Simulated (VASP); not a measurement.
Set up this calculation in VASP 6.6.1, as the native input.

| Item | Value |
| --- | --- |
| Task | single point |
| Functional | PBE |
| Potentials or basis | VASP PAW PBE potentials, release 64 (Ga_d, Sb) |
| Cutoff | 520 eV |
| k mesh | 8 × 4 × 4 |
| Occupations | gaussian, width 0.2 eV |
| Spin | no spin polarisation |
| Dipole correction | no |
| Further INCAR settings | ALGO = Normal; EDIFF = 1e-06; NBANDS = 32 |

The structure of GaSb2 lies in POSCAR:

```
GaSb2
1.0
    3.1673034173      0.0000000000      0.0000000000
    0.0000000000      6.3346068346      0.0000000000
    0.0000000000      0.0000000000      7.9914649014
Ga Sb
2 4
Direct
    1.0000000000      0.0000000000      1.0000000000
    1.0000000000      0.5000000000      1.0000000000
    0.5000000000      0.2500000000      0.3083863664
    0.5000000000      0.7500000000      0.3083863664
    0.5000000000      0.2500000000      0.6916136336
    0.5000000000      0.7500000000      0.6916136336
```

One way to write it, as run:

INCAR

```
ALGO = Normal
EDIFF = 1E-6
ENCUT = 520
GGA = PE
ISIF = 2
ISMEAR = 0
LASPH = True
LCHARG = False
LREAL = False
LWAVE = False
NBANDS = 32
NELM = 100
PREC = Accurate
SIGMA = 0.2
```

KPOINTS

```
k-points
0
Gamma
  8 4 4
```

Potentials or basis: VASP PAW PBE potentials, release 64 (Ga_d, Sb).

The run is started by

```console
$ cat potpaw_PBE.64/Ga_d/POTCAR potpaw_PBE.64/Sb/POTCAR > POTCAR
$ mpirun -np 1 vasp_std > vasp.out
```

It gave:

| Item | Value |
| --- | --- |
| Pressure | -0.3 GPa |
| Largest force | 0.036 eV/Å |
| Band gap on the k mesh | zero (bands 23 and 24 overlap by 4.73 eV) |

Caveat: spin-orbit coupling is left out, which moves the levels of the heavy elements.

It took 5.2 min on 1 thread of Intel Xeon 8259CL, with other jobs on the host, peak memory 0.37 GiB.
